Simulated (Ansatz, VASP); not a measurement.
## Zn in VASP and in Ansatz

```
Zn
1.0
     3.77113    0.00000    0.00000
     0.00000    3.77113    0.00000
     0.00000    0.00000    3.77113
Zn
3
Cartesian
  0.0000 1.8856 1.8856
  1.8856 0.0000 1.8856
  1.8856 1.8856 0.0000
```

Alike in both runs: functional PBE; k mesh 12 × 12 × 12; occupations gaussian, width 0.1 eV; no spin polarisation.

Ansatz relaxed the structure, and its values are those at the end. VASP's run is a single point on that final structure, the one shown.

```csv
,VASP,Ansatz
version,VASP 6.6.1,Ansatz 0.2.0
potentials or method,"VASP PAW PBE potentials, release 64 (Zn), cutoff 520 eV","scalar-relativistic, plane waves, PAW"
valence electrons in the cell,36,36
```

|  | VASP | Ansatz | Ansatz less VASP |
| --- | --- | --- | --- |
| gap on the k mesh at the Fermi level (eV) | none | none | - |
| pressure (GPa) | 0.2 | 0.0 | -0.24 |

A gap of «none» marks a metal or a gap that the smearing closes.
